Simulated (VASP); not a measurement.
Set up this calculation in VASP 6.6.1, as the native input.

```
Task                   : single point
Functional             : LDA
Potentials or basis    : VASP PAW LDA potentials, release 64 (Mg, I)
Cutoff                 : 520 eV
k mesh                 : 1 × 1 × 1
Occupations            : fermi-dirac, width 0.05 eV
Spin                   : no spin polarisation
Dipole correction      : no
Further INCAR settings : LREAL = Auto; ALGO = Normal; EDIFF = 1e-06; NBANDS = 63
```

The structure of MgI2 lies in POSCAR:

```
MgI2
1.0
    8.1330390000      0.0000000000      0.0000000000
   -6.0997800000     10.5651280000      0.0000000000
    0.0000000000      0.0000000000      6.7578880000
Mg I
6 12
Direct
    0.0701712783     -0.0140651396      0.0042468890
   -0.0023950471      0.3250315566      0.0430163980
    0.0278734245      0.6534326891     -0.0076799142
    0.5423616888     -0.0053856423      0.0009766365
    0.5090540683      0.3584812224      0.0487134442
    0.5071274003      0.6583166811     -0.0067180752
    0.1788579950      0.2295097608      0.2755742623
    0.3667953732      0.1404904891      0.8107118674
    0.1690860847      0.5468367255      0.2667549388
    0.3160209253      0.4420012706      0.7432203671
    0.1985725529      0.8934581767      0.2681459059
    0.3588090617      0.7933742024      0.7505599383
    0.6848068753      0.1847871602      0.2903865823
    0.8693630537      0.1197524535      0.7775802144
    0.7082920373      0.5771629080      0.2826770731
    0.7940888107      0.4306147545      0.8237632823
    0.6773623167      0.8850342372      0.2645649055
    0.8550814659      0.7957026171      0.7347709817
```

The input as run:

INCAR

```
PREC     = Accurate       # precision mode
ENCUT    = 520            # plane-wave cutoff, eV
EDIFF    = 1E-6           # SCF threshold, eV
ISMEAR   = -1             # smearing method
SIGMA    = 0.05           # smearing width, eV
LREAL    = Auto         
LASPH    = T              # aspherical terms in the spheres
NELM     = 60             # most SCF steps
ALGO     = Normal         # electronic algorithm
ISIF     = 2              # what is computed and relaxed
LWAVE    = F              # write WAVECAR
LCHARG   = F              # write CHGCAR
NBANDS   = 63             # bands
```

KPOINTS

```
Automatic mesh
0
Gamma
  1 1 1
```

Potentials or basis: VASP PAW LDA potentials, release 64 (Mg, I).

Command:

```sh
$ cat potpaw_LDA.64/Mg/POTCAR potpaw_LDA.64/I/POTCAR > POTCAR
$ mpirun -np 1 vasp_gam > vasp.out
```

Results of the run:

* Pressure: 1.5 GPa
* Largest force: 1.862 eV/Å
* Band gap on the k mesh: 2.87 eV

Caveat: the k points lie up to 0.93 Å⁻¹ apart; spin-orbit coupling is left out, which moves the levels of the heavy elements; forces of over 1 eV/Å act on the atoms, so gaps and moduli don't describe the material at rest.

It took 86 s on 1 thread of AMD EPYC 7R13, with other jobs on the host, peak memory 0.42 GiB.
